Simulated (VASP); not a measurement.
Input of a VASP 6.6.1 run:

File INCAR:

```
PREC = Accurate ; ENCUT = 600
EDIFF = 1E-6 ; ISMEAR = -1
SIGMA = 0.1 ; LREAL = F
LASPH = T ; NELM = 100
ALGO = Normal ; ISIF = 3
LWAVE = F ; LCHARG = F
GGA = PE ; IBRION = 2
NSW = 60 ; EDIFFG = -0.005
PSTRESS = 3800.0
```

File KPOINTS:

```
Automatic mesh
0
Gamma
  18 18 10
```

Contents of POSCAR:

```
Mo
1.0
    2.3736749478      0.0000000000      0.0000000000
   -1.1868374739      2.0556628051      0.0000000000
    0.0000000000      0.0000000000      3.8453534154
Mo
2
Direct
    0.3333333333      0.6666666667      0.2500000000
    0.6666666667      0.3333333333      0.7500000000
```

Potentials or basis: VASP PAW PBE potentials, release 64 (Mo_sv).

Run with:

```bash
$ cat potpaw_PBE.64/Mo_sv/POTCAR > POTCAR
$ mpirun -np 1 vasp_std > vasp.out
```

**Question.** What does it give for the relaxed cell?

**Answer.** a = 2.378 Å, b = 2.378 Å, c = 3.786 Å, α = 90.00°, β = 90.00°, γ = 120.00°.

**Question.** Estimate the relaxed volume.

**Answer.** 9.27 Å³/atom.

Step by step:
```tsv
step	energy change (eV)	largest force (eV/Å)	pressure (GPa)	volume (Å³)
1	0.0000	0.0000	362.56	18.76
2	7.9742	0.0000	628.44	16.12
3	0.5257	0.0000	379.81	18.54
4	0.5693	0.0000	381.25	18.52
5	0.4801	0.0000	379.27	18.55
6	0.5089	0.0000	379.93	18.54
```

Caveat: the cell is relaxed towards a set pressure, so the run minimises the enthalpy, not the energy.
